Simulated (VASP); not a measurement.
Crystal: ZnSe (rocksalt type).

```
Zn Se
1.0
     0.00000    2.49400    2.49400
     2.49400    0.00000    2.49400
     2.49400    2.49400    0.00000
Zn Se
1 1
Direct
  0.00000 0.00000 0.00000
  0.50000 0.50000 0.50000
```

- Program: VASP 6.6.1
- Task: relaxation of cell and atoms
- Functional: PBEsol
- Potentials or basis: VASP PAW PBE potentials, release 64 (Zn, Se)
- Cutoff: 600 eV
- k mesh: 15 × 15 × 15
- Occupations: fermi-dirac, width 0.05 eV
- Spin: no spin polarisation

At the start: pressure 20.4 GPa; volume 15.51 Å³/atom.

How do energy, volume and symmetry change on relaxing?

Over 19 steps the energy falls by 155.7 meV/atom and the volume is 18.37 Å³/atom (+18.4 %); space group Fm-3m (No. 225, to 0.05 Å).

Step by step:
```csv
step,energy change (eV),largest force (eV/Å),pressure (GPa),volume (Å³)
1,0.0000,0.0000,20.43,31.03
2,-0.2177,0.0000,-6.79,40.78
3,-0.3115,0.0000,-0.05,36.73
4,-0.3114,0.0000,0.26,36.61
5,-0.3114,0.0000,0.26,36.62
6,-0.3114,0.0000,0.24,36.62
7,-0.3114,0.0000,0.26,36.62
8,-0.3114,0.0000,0.26,36.62
9,-0.3114,0.0000,0.26,36.62
10,-0.3114,0.0000,0.25,36.62
11,-0.3114,0.0000,0.24,36.63
12,-0.3114,0.0000,0.24,36.63
13,-0.3114,0.0000,0.22,36.63
14,-0.3114,0.0000,0.18,36.65
15,-0.3114,0.0000,0.16,36.67
16,-0.3115,0.0000,0.09,36.71
17,-0.3115,0.0000,-0.11,36.80
18,-0.3115,0.0000,-0.05,36.75
19,-0.3115,0.0000,0.04,36.74
```

Final structure:
```
CELL_PARAMETERS angstrom
0.00000 2.63854 2.63854
2.63854 0.00000 2.63854
2.63854 2.63854 0.00000
ATOMIC_POSITIONS crystal
Zn 0.00000 0.00000 0.00000
Se 0.50000 0.50000 0.50000
```

Caveat: the volume moved by over 15 % at a fixed basis, so the end points are rough; the PAW data sets were made with another functional, which shifts forces and pressure a little.
